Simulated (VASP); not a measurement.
Here is a VASP 6.6.1 calculation.

INCAR

```
ALGO     = Normal         # electronic algorithm
EDIFF    = 1E-7           # SCF threshold, eV
EDIFFG   = -0.01          # ionic threshold
ENCUT    = 600            # plane-wave cutoff, eV
GGA      = PE             # functional
IBRION   = 2              # ionic algorithm
ISIF     = 3              # what is computed and relaxed
ISMEAR   = -1             # smearing method
IVDW     = 13             # dispersion correction
LASPH    = T              # aspherical terms in the spheres
LCHARG   = F              # write CHGCAR
LREAL    = F              # projectors in reciprocal space
LWAVE    = F              # write WAVECAR
NELM     = 60             # most SCF steps
NSW      = 60             # ionic steps
PREC     = Accurate       # precision mode
SIGMA    = 0.05           # smearing width, eV
```

The input KPOINTS:

```
k-points
0
Gamma
  7 7 7
```

The input POSCAR:

```
SnTe
1.0
    0.0000000000      3.1508500000      3.1508500000
    3.1508500000      0.0000000000      3.1508500000
    3.1508500000      3.1508500000      0.0000000000
Te Sn
1 1
Direct
    0.5000000000      0.5000000000      0.5000000000
    0.0000000000      0.0000000000      0.0000000000
```

Potentials or basis: VASP PAW PBE potentials, release 64 (Te, Sn_d).

Run with:

```console
$ cat potpaw_PBE.64/Te/POTCAR potpaw_PBE.64/Sn_d/POTCAR > POTCAR
$ mpirun -np 1 vasp_std > vasp.out
```

Q: Estimate the dispersion energy per atom.

A: -0.440 eV.

Final structure:
```yaml
crystal:
  lattice:
    - [0.00000, 3.15085, 3.15085]
    - [3.15085, 0.00000, 3.15085]
    - [3.15085, 3.15085, 0.00000]
  atoms:
    - { symbol: Te, position: [0.50000, 0.50000, 0.50000] }
    - { symbol: Sn, position: [0.00000, 0.00000, 0.00000] }
```

Caveat: the relaxation stopped at its first step, so nothing moved.
